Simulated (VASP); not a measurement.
SnO, 2 atoms in the cell. The structure is cubic, space group Fm-3m (No. 225). Conventional cell: a = 5.074 Å, b = 5.074 Å, c = 5.074 Å, α = 90.00°, β = 90.00°, γ = 90.00°. Within 3.3 Å of Sn (site symmetry m-3m) lie 6 O at 2.54 Å. O (site symmetry m-3m) has 6 Sn at 2.54 Å within 3.3 Å. 

- Program: VASP 6.6.1
- Task: single point
- Functional: PBE
- Dispersion: D4
- Potentials or basis: VASP PAW PBE potentials, release 64 (Sn_d, O)
- Cutoff: 600 eV
- k mesh: 6 × 6 × 6
- Occupations: gaussian, width 0.01 eV
- Spin: no spin polarisation
- Dipole correction: no
- Further INCAR settings: ALGO = Normal; EDIFF = 1e-06; NBANDS = 17

Potentials or basis: VASP PAW PBE potentials, release 64 (Sn_d, O).

Launch:

```sh
$ cat potpaw_PBE.64/Sn_d/POTCAR potpaw_PBE.64/O/POTCAR > POTCAR
$ mpirun -np 1 vasp_std > vasp.out
```

Hardware: 1 thread of AMD EPYC 7R13, on a shared host.

Task: How long does it take, and how much memory?

Result: Wall time 27 s on 1 thread of AMD EPYC 7R13 (shared host), peak memory 0.14 GiB. Counts: scf iterations 13, k points 16.
